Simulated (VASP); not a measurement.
# MgB2 in VASP: notebook, part 2 of 2

VASP 6.6.1. The steps go on from the part before.

## (3) Single point, PBE

Contents of INCAR:

```
SYSTEM = MgB2
ALGO = Normal
EDIFF = 1E-6
ENCUT = 600
GGA = PE
GGA_COMPAT = .FALSE.
ISIF = 2
ISMEAR = -1
LASPH = .TRUE.
LCHARG = .FALSE.
LREAL = .FALSE.
LWAVE = .FALSE.
NBANDS = 11
NELM = 120
PREC = Accurate
SIGMA = 0.1
```

Contents of KPOINTS:

```
k-points
0
G
  5 5 4
  0 0 0
```

Contents of POSCAR:

```
MgB2
1.0
    3.0850000000      0.0000000000      0.0000000000
   -1.5425000000      2.6716880000      0.0000000000
    0.0000000000      0.0000000000      3.5230000000
Mg B
1 2
Direct
   -0.0010954306     -0.0001474396      0.0001076314
    0.3352846300      0.6678577145      0.5006545618
    0.6671783154      0.3324737859      0.4991034419
```

Potentials or basis: VASP PAW PBE potentials, release 64 (Mg, B).

Started as:

```
cat potpaw_PBE.64/Mg/POTCAR potpaw_PBE.64/B/POTCAR > POTCAR
mpirun -np 1 vasp_std > vasp.out
```

Run time: 12 s. Hardware: 1 thread of Intel Xeon 6975P-C, shared host; peak memory 0.17 GiB.

The run converged. Its results:

* Free energy: -15.3417 eV
* Pressure: -1.5 GPa
* Largest force: 0.085 eV/Å
* Band gap on the k mesh: zero (band 4 reaches 6.07 eV, above the bottom of band 5 at 3.95 eV)

Forces in eV/Å, atoms in the order of the input:
```
Mg   0.031  0.004 -0.005
B   -0.030 -0.063 -0.049
B   -0.001  0.059  0.054
```

Stress tensor (GPa, compression positive):
```
-1.72  0.00  0.00
 0.00 -1.70  0.00
 0.00  0.00 -1.15
```

Levels at points of the mesh, in eV from the Fermi level:
```
           k point  band 2  band 3  band 4  band 5  band 6  band 7
(0.00, 0.00, 0.00)   -3.08    0.17    0.24    1.51    6.10    6.19
(0.00, 0.00, 0.50)   -7.56    0.54    0.62    6.43    6.52    7.80
```

Caveat: the k points lie up to 0.47 Å⁻¹ apart.

## (4) Single point, PBE

Contents of INCAR:

```
SYSTEM = MgB2
PREC     = Accurate       ! precision mode
ENCUT    = 600            ! plane-wave cutoff, eV
EDIFF    = 1E-6           ! SCF threshold, eV
ISMEAR   = -1             ! smearing method
SIGMA    = 0.1            ! smearing width, eV
LREAL    = .False.        ! projectors in reciprocal space
LASPH    = .True.         ! aspherical terms in the spheres
NELM     = 120            ! most SCF steps
ALGO     = Normal         ! electronic algorithm
ISIF     = 2              ! what is computed and relaxed
LWAVE    = .False.        ! write WAVECAR
LCHARG   = .False.        ! write CHGCAR
GGA      = PE             ! functional
NBANDS   = 11             ! bands
GGA_COMPAT= .False.
```

Contents of KPOINTS:

```
regular mesh
0
Gamma
  5 5 4
  0 0 0
```

Contents of POSCAR:

```
MgB2
1.0
    3.0850000000      0.0000000000      0.0000000000
   -1.5425000000      2.6716880000      0.0000000000
    0.0000000000      0.0000000000      3.5230000000
Mg B
1 2
Direct
   -0.0021897926     -0.0002947354      0.0002151137
    0.3372312047      0.6690435812      0.5013060212
    0.6676922837      0.3316190964      0.4982103212
```

Started as:

```
cat potpaw_PBE.64/Mg/POTCAR potpaw_PBE.64/B/POTCAR > POTCAR
mpirun -np 1 vasp_std > vasp.out
```

It took 11 s on 1 thread of Intel Xeon 6975P-C, shared host; peak memory 0.17 GiB.

Results (log left out):

| Quantity | Value |
| --- | --- |
| Free energy | -15.3405 eV |
| Pressure | -1.5 GPa |
| Largest force | 0.170 eV/Å |
| Band gap on the k mesh | zero (band 4 reaches 6.09 eV, above the bottom of band 5 at 3.93 eV) |

Forces on the atoms (eV/Å):
```
Mg   0.063  0.008 -0.011
B   -0.060 -0.126 -0.098
B   -0.003  0.118  0.108
```

Stress tensor (GPa, compression positive):
```
-1.71  0.00  0.00
 0.00 -1.66  0.00
 0.00  0.00 -1.16
```

Levels at points of the mesh, in eV from the Fermi level:
```tsv
k point	band 1	band 2	band 3	band 4	band 5	band 6	band 7	band 8
(0.00, 0.00, 0.00)	-12.56	-3.08	0.14	0.28	1.51	6.06	6.24	7.93
(0.00, 0.00, 0.50)	-11.29	-7.56	0.51	0.66	6.39	6.58	7.80	9.68
```

Caveat: the k points lie up to 0.47 Å⁻¹ apart.

## (5) Single point, PBE

Contents of INCAR:

```
SYSTEM = MgB2
ALGO = Normal ; EDIFF = 1E-6
ENCUT = 600 ; GGA = PE
GGA_COMPAT = .False. ; ISIF = 2
ISMEAR = -1 ; LASPH = .True.
LCHARG = .False. ; LREAL = .False.
LWAVE = .False. ; NBANDS = 11
NELM = 120 ; PREC = Accurate
SIGMA = 0.1
```

Contents of KPOINTS:

```
k-points
0
Gamma
  5 5 4
  0 0 0
```

Contents of POSCAR:

```
MgB2
1.0
    3.0850000000      0.0000000000      0.0000000000
   -1.5425000000      2.6716880000      0.0000000000
    0.0000000000      0.0000000000      3.5230000000
Mg B
1 2
Direct
   -0.0032820057     -0.0004417427      0.0003222986
    0.3391683050      0.6702190487      0.5019512853
    0.6682108946      0.3307741571      0.4973240649
```

Potentials or basis: VASP PAW PBE potentials, release 64 (Mg, B).

Started as:

```
cat potpaw_PBE.64/Mg/POTCAR potpaw_PBE.64/B/POTCAR > POTCAR
mpirun -np 1 vasp_std > vasp.out
```

OUTCAR:

```text
SYSTEM = MgB2
   EDIFF = 1E-6
   ENCUT = 600
   GGA = PE
   ISIF = 2
   ISMEAR = -1
   LASPH = .True.
   LREAL = .False.
   NELM = 120
   PREC = Accurate

 ion  position               nearest neighbor table
   1  0.997  1.000  0.000-   2 2.48   3 2.48   2 2.49   3 2.50   3 2.50   3 2.51   2 2.51   2 2.51
                             3 2.52   2 2.52   2 2.52   3 2.52
   2  0.339  0.670  0.502-   3 1.76   3 1.79   3 1.79   1 2.48   1 2.49   1 2.51   1 2.51   1 2.52
                             1 2.52
   3  0.668  0.331  0.497-   2 1.76   2 1.79   2 1.79   1 2.48   1 2.50   1 2.50   1 2.51   1 2.52
                             1 2.52

  LATTYP: Found a hexagonal cell.
[... 534 lines left out ...]
  --------------------------------------------------------------------------------------
  -------------------------------------------------------------------------------------
  Total       -0.3062084     -0.2890437     -0.2109406     -0.0000545     -0.0006904     -0.0012885
  in kB      -16.8956207    -15.9485275    -11.6390427     -0.0030045     -0.0380918     -0.0710946
  external PRESSURE =     -14.8277303 kB  Pullay stress =       0.0000000 kB

 VOLUME and BASIS-vectors are now :
 -----------------------------------------------------------------------------
  energy-cutoff  :      600.00
  volume of cell :       29.04
      direct lattice vectors                 reciprocal lattice vectors
     3.085000000  0.000000000  0.000000000     0.324149109  0.187147601  0.000000000
    -1.542500000  2.671688000  0.000000000     0.000000000  0.374295202  0.000000000
     0.000000000  0.000000000  3.523000000     0.000000000  0.000000000  0.283848992

 POSITION                                       TOTAL-FORCE (eV/Angst)
 -----------------------------------------------------------------------------------
      1.53306      2.67051      0.00114         0.094449      0.011763     -0.015866
      0.01252      1.79062      1.76837        -0.089583     -0.189683     -0.146205
      1.55121      0.88373      1.75207        -0.004865      0.177919      0.162072
 -----------------------------------------------------------------------------------
    total drift:                               -0.000009     -0.000003     -0.000010

  FREE ENERGIE OF THE ION-ELECTRON SYSTEM (eV)
  ---------------------------------------------------
  free  energy   TOTEN  =       -15.3383580872 eV

  energy  without entropy=      -15.3204434126  energy(sigma->0) =      -15.32940075
```

stdout:

```text
POSCAR found type information on POSCAR MgB
 POSCAR found :  2 types and       3 ions
 scaLAPACK will be used
 LDA part: xc-table for (Slater+PW92), standard interpolation
 POSCAR, INCAR and KPOINTS ok, starting setup
 FFT: planning ... GRIDC
 FFT: planning ... GRID_SOFT
 FFT: planning ... GRID
 WAVECAR not read
 entering main loop
```

Wall time 14 s (1 thread of Intel Xeon 6975P-C, shared host); peak memory 0.17 GiB.

What came out:

| Item | Value |
| --- | --- |
| Free energy | -15.3384 eV |
| Pressure | -1.5 GPa |
| Largest force | 0.256 eV/Å |
| Band gap on the k mesh | zero (band 4 reaches 6.11 eV, above the bottom of band 5 at 3.91 eV) |

Forces in eV/Å, atoms in the order of the input:
```
Mg   0.094  0.012 -0.016
B   -0.090 -0.190 -0.146
B   -0.005  0.178  0.162
```

Stress tensor (GPa, compression positive):
```
-1.69  0.00 -0.01
 0.00 -1.59  0.00
-0.01  0.00 -1.16
```

Caveat: the k points lie up to 0.47 Å⁻¹ apart.
